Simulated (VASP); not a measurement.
A run of VASP 6.6.1 is set up as follows.

The input POSCAR:

```
Si
1.0
   -3.5914798332      3.5914798332      1.9223856600
    3.5914798332     -3.5914798332      1.9223856600
    3.5914798332      3.5914798332     -1.9223856600
Si
4
Direct
    0.1788010600      0.1788010600      0.3576021200
    0.8211989400      0.8211989400      0.6423978800
    0.1788010600      0.8211989400      0.0000000000
    0.8211989400      0.1788010600      0.0000000000
```

File INCAR.step1:

```
SYSTEM = Si
ALGO = Normal
EDIFF = 1E-4
ENCUT = 520
GGA = PE
ISMEAR = 0
LASPH = .True.
LCHARG = .False.
LREAL = .False.
LWAVE = .True.
NBANDS = 16
NELM = 60
PREC = Accurate
SIGMA = 0.03
```

File INCAR.step2:

```
SYSTEM = Si
ALGO = Normal
EDIFF = 1E-6
ENCUT = 520
ISIF = 2
ISMEAR = 0
ISTART = 1
LASPH = .True.
LCHARG = .True.
LELF = .True.
LMIXTAU = .True.
LREAL = .False.
LVHAR = .True.
LWAVE = .False.
METAGGA = R2SCAN
NBANDS = 16
NELM = 60
PREC = Accurate
SIGMA = 0.03
```

KPOINTS

```
k-points
0
Gamma
  10 10 10
  0 0 0
```

Potentials or basis: VASP PAW PBE potentials, release 64 (Si).

Run with:

```bash
$ cat potpaw_PBE.64/Si/POTCAR > POTCAR
$ cp INCAR.step1 INCAR
$ mpirun -np 1 vasp_std > vasp.out
$ cp INCAR.step2 INCAR
$ mpirun -np 1 vasp_std > vasp.out
```

(1) Predict the band gap on the k mesh.

(2) What does it give for the pressure?

(3) What does it give for the largest force?

## Answers

(1) 0.46 eV (least direct gap 1.48 eV).

(2) -9.4 GPa.

(3) 0.505 eV/Å.

Caveat: the cell differs from its parent crystal (strain +0.080 along x and y, +0.000 along z); the cell stands under tension; the PAW data sets were made with another functional, which shifts forces and pressure a little.
